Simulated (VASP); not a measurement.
# Cs2Ti3 (Pm-3m) in VASP: single point with PBE

Aim: the single point of Cs2Ti3 with PBE.

Program: VASP 6.6.1. These are calculated values, not measurements. Logs are shortened: lines on timing, memory, paths and dates and some standing lists are left out, and cuts for length are marked.

## (1) The cell of the first run

It takes space group Pm-3m (No. 221, cubic). The conventional cell has a = 5.288 Å, b = 5.288 Å, c = 5.288 Å, α = 90.00°, β = 90.00°, γ = 90.00°. Cs (site symmetry m-3m) has 12 Ti at 3.74 Å and 8 Cs at 4.58 Å within 4.9 Å. Cs (site symmetry m-3m) has 6 Ti at 2.64 Å within 3.5 Å. Ti (site symmetry 4/mmm) has 2 Cs at 2.64 Å within 3.5 Å.

The cell was built from a structure type or drawn by symmetry, and may not be a known phase.

## (2) Single point, PBE, collinear spin

INCAR reads:

```
SYSTEM = Cs2Ti3
PREC = Accurate ; ENCUT = 520
EDIFF = 1E-6 ; ISMEAR = 0
SIGMA = 0.1 ; LREAL = .False.
LASPH = .True. ; NELM = 150
ALGO = Normal ; ISIF = 2
LWAVE = .False. ; LCHARG = .False.
ISPIN = 2 ; MAGMOM = 0 0 1 1 1
LORBIT = 11 ; LMAXMIX = 4
GGA = PE ; NBANDS = 39
```

KPOINTS reads:

```
Automatic mesh
0
Gamma
  4 4 4
  0 0 0
```

POSCAR reads:

```
Cs2Ti3
1.0
    5.2879637400      0.0000000000      0.0000000000
    0.0000000000      5.2879637400      0.0000000000
    0.0000000000      0.0000000000      5.2879637400
Cs Ti
2 3
Direct
    0.5000000000      0.5000000000      0.5000000000
    0.0000000000      0.0000000000      0.0000000000
    0.5000000000      0.0000000000      0.0000000000
    0.0000000000      0.5000000000      0.0000000000
    0.0000000000      0.0000000000      0.5000000000
```

Potentials or basis: VASP PAW PBE potentials, release 64 (Cs_sv, Ti_sv).

On the command line:

```
cat potpaw_PBE.64/Cs_sv/POTCAR potpaw_PBE.64/Ti_sv/POTCAR > POTCAR
mpirun -np 1 vasp_std > vasp.out
```

OUTCAR:

```text
SYSTEM = Cs2Ti3
   PREC = Accurate
   ENCUT = 520
   EDIFF = 1E-6
   ISMEAR = 0
   LREAL = .False.
   LASPH = .True.
   NELM = 150
   ISIF = 2
   ISPIN = 2
   LORBIT = 11
   GGA = PE

 ion  position               nearest neighbor table
   1  0.500  0.500  0.500-
   2  0.000  0.000  0.000-   3 2.64   4 2.64   5 2.64   5 2.64   4 2.64   3 2.64
   3  0.500  0.000  0.000-   2 2.64   2 2.64
   4  0.000  0.500  0.000-   2 2.64   2 2.64
   5  0.000  0.000  0.500-   2 2.64   2 2.64

  LATTYP: Found a simple cubic cell.
 ALAT       =     5.2879637400

  Lattice vectors:

 A1 = (   5.2879637400,   0.0000000000,   0.0000000000)
 A2 = (   0.0000000000,   5.2879637400,   0.0000000000)
 A3 = (   0.0000000000,   0.0000000000,   5.2879637400)

Analysis of symmetry for initial positions (statically):
=====================================================================
 Subroutine PRICEL returns:
 Original cell was already a primitive cell.

 Routine SETGRP: Setting up the symmetry group for a
 simple cubic supercell.

 Subroutine GETGRP returns: Found 48 space group operations
 (whereof 48 operations were pure point group operations)
 out of a pool of 48 trial point group operations.

The static configuration has the point symmetry O_h .

Analysis of symmetry for dynamics (positions and initial velocities):
=====================================================================
 Subroutine PRICEL returns:
 Original cell was already a primitive cell.

 Routine SETGRP: Setting up the symmetry group for a
 simple cubic supercell.

 Subroutine GETGRP returns: Found 48 space group operations
 (whereof 48 operations were pure point group operations)
 out of a pool of 48 trial point group operations.

The dynamic configuration has the point symmetry O_h .

Analysis of structural, dynamic, and magnetic symmetry:
=====================================================================
 Subroutine PRICEL returns:
 Original cell was already a primitive cell.

 Routine SETGRP: Setting up the symmetry group for a
 simple cubic supercell.

 Subroutine GETGRP returns: Found 48 space group operations
 (whereof 48 operations were pure point group operations)
 out of a pool of 48 trial point group operations.

The overall configuration has the point symmetry O_h .
[... 115 lines left out ...]
   GGA     = PE    functional components
   LHFCALC =     F    Hartree Fock is set to
   AEXX    =    0.0000 exact exchange contribution
   IVDW    =     0    specifies the selected vdW correction
   LEPSILON=     F    determine dielectric tensor
   LRPA    =     F    only Hartree local field effects (RPA)
 spin polarized calculation
 Gauss-broadening in eV      SIGMA  =   0.10
  energy-cutoff  :      520.00
  volume of cell :      147.87
 maximum number of plane-waves:      4012
 NGX is ok and might be reduce to    40
   NGX = 19   NGY = 19   NGZ = 19

 number of electron      53.9999975 magnetization       2.7670433

 Free energy of the ion-electron system (eV)
  ---------------------------------------------------
  ext. energy  EPLUGINS =         0.00000000
  ---------------------------------------------------
  free energy    TOTEN  =       -14.12173090 eV

  energy without entropy =      -14.09367690  energy(sigma->0) =      -14.10770390

 E-fermi :   4.4611     XC(G=0):  -9.4994

 val. band max:        4.4442256528   @ k =   0.5000   0.2500   0.2500
 cond. band min:       4.4615735125   @ k =   0.5000   0.2500   0.2500
 fundamental gap:      0.0173478597
 Fermi energy:         4.4611082781

 spin component 1

 k-point     1 :       0.0000    0.0000    0.0000
  band No.  band energies     occupation
      1     -53.0978      1.00000
      2     -53.0926      1.00000
      3     -53.0926      1.00000
      4     -29.4380      1.00000
      5     -29.4380      1.00000
      6     -29.4380      1.00000
[... 409 lines left out ...]
     38       5.8674      0.00000
     39       7.3309      0.00000
 Fermi energy:         4.4611082781

 spin component 2

 k-point     1 :       0.0000    0.0000    0.0000
  band No.  band energies     occupation
      1     -52.4502      1.00000
      2     -52.4448      1.00000
      3     -52.4448      1.00000
      4     -28.8069      1.00000
      5     -28.8069      1.00000
      6     -28.8069      1.00000
[... 409 lines left out ...]
     38       6.3753      0.00000
     39       7.4746      0.00000

------------------------ aborting loop because EDIFF is reached ----------------------------------------

  FORCE on cell =-STRESS in cart. coord.  units (eV):
  Direction    XX          YY          ZZ          XY          YZ          ZX
  --------------------------------------------------------------------------------------
  -------------------------------------------------------------------------------------
  Total        1.3757950      1.3757950      1.3757950     -0.0000000     -0.0000000      0.0000000
  in kB       14.9072966     14.9072966     14.9072966     -0.0000000     -0.0000000      0.0000000
  external PRESSURE =      14.9072966 kB  Pullay stress =       0.0000000 kB

 VOLUME and BASIS-vectors are now :
 -----------------------------------------------------------------------------
  energy-cutoff  :      520.00
  volume of cell :      147.87
      direct lattice vectors                 reciprocal lattice vectors
     5.287963740  0.000000000  0.000000000     0.189108710  0.000000000  0.000000000
     0.000000000  5.287963740  0.000000000     0.000000000  0.189108710  0.000000000
     0.000000000  0.000000000  5.287963740     0.000000000  0.000000000  0.189108710

 POSITION                                       TOTAL-FORCE (eV/Angst)
 -----------------------------------------------------------------------------------
      2.64398      2.64398      2.64398         0.000000      0.000000      0.000000
      0.00000      0.00000      0.00000         0.000000      0.000000      0.000000
      2.64398      0.00000      0.00000         0.000000      0.000000      0.000000
      0.00000      2.64398      0.00000         0.000000      0.000000      0.000000
      0.00000      0.00000      2.64398         0.000000      0.000000      0.000000
 -----------------------------------------------------------------------------------
    total drift:                               -0.000000      0.000000     -0.000000

  FREE ENERGIE OF THE ION-ELECTRON SYSTEM (eV)
  ---------------------------------------------------
  free  energy   TOTEN  =       -14.1217309035 eV

  energy  without entropy=      -14.0936769008  energy(sigma->0) =      -14.10770390

 total charge

# of ion       s       p       d       tot
------------------------------------------
    1        1.863   4.620   0.104   6.587
    2        1.807   4.406   0.703   6.916
    3        2.170   6.013   2.022  10.206
    4        2.170   6.013   2.022  10.206
    5        2.170   6.013   2.022  10.206
--------------------------------------------------
tot         10.179  27.066   6.874  44.120

 magnetization (x)

# of ion       s       p       d       tot
------------------------------------------
    1       -0.001   0.025   0.001   0.025
    2       -0.008  -0.024   0.088   0.056
    3        0.004   0.011   0.669   0.684
    4        0.004   0.011   0.669   0.684
    5        0.004   0.011   0.669   0.684
--------------------------------------------------
tot          0.004   0.034   2.095   2.133
```

Wall time 2 min (1 thread of Intel Xeon Platinum 8259CL at 2.50GHz (Skylake/Cascade Lake), shared host); peak memory 0.33 GiB.

What came out:

```
Free energy                                           : -14.1217 eV
Pressure                                              : 1.5 GPa
Net moment                                            : 2.77 μB per cell
Site moments                                          : Cs +0.03, +0.06; Ti +0.68 μB
Valence electrons inside the program's atomic spheres : Cs 6.59, 6.92; Ti 10.21
```

Caveat: spin-orbit coupling is left out, which moves the levels of the heavy elements.
